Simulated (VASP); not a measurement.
Input of a VASP 6.6.1 run:

File INCAR:

```
SYSTEM = Rh
PREC     = Accurate       ! precision mode
ENCUT    = 460            ! plane-wave cutoff, eV
EDIFF    = 1E-8           ! SCF threshold, eV
ISMEAR   = -1             ! smearing method
SIGMA    = 0.05           ! smearing width, eV
LREAL    = .False.        ! projectors in reciprocal space
LASPH    = .True.         ! aspherical terms in the spheres
NELM     = 120            ! most SCF steps
ALGO     = Normal         ! electronic algorithm
ISIF     = 2              ! what is computed and relaxed
LWAVE    = .False.        ! write WAVECAR
LCHARG   = .False.        ! write CHGCAR
GGA      = PE             ! functional
LEFG     = .True.       
NBANDS   = 24             ! bands
GGA_COMPAT= .False.
```

The input KPOINTS:

```
Automatic mesh
0
Gamma
  10 10 10
  0 0 0
```

POSCAR

```
Rh
1.0
    0.0000000000      2.5993341490      2.5993341490
    2.5993341490      0.0000000000      2.5993341490
    2.5993341490      2.5993341490      0.0000000000
Rh
2
Direct
   -0.0875000000     -0.1375000000     -0.1375000000
    0.0875000000      0.1375000000      0.1375000000
```

Potentials or basis: VASP PAW PBE potentials, release 64 (Rh_sv_GW).

Command:

```sh
$ cat potpaw_PBE.64/Rh_sv_GW/POTCAR > POTCAR
$ mpirun -np 1 vasp_std > vasp.out
```

Problem. Estimate the largest force.

Solution. 3.974 eV/Å.

Problem. Predict the pressure.

Solution. 37.5 GPa.

Electric field gradients, principal values (V/Å²):
```
atom   least  middle  greatest (by size)
1 Rh  19.736  19.742             -39.478
2 Rh  19.736  19.742             -39.478
```

Caveat: the cell differs from its parent crystal (shortest bond scaled by 1.1); the cell stands under pressure; without QUAD_EFG the Cq values of the log hold for a quadrupole moment of 1 mb, not for the nuclei; forces of over 1 eV/Å act on the atoms, so gaps and moduli don't describe the material at rest.
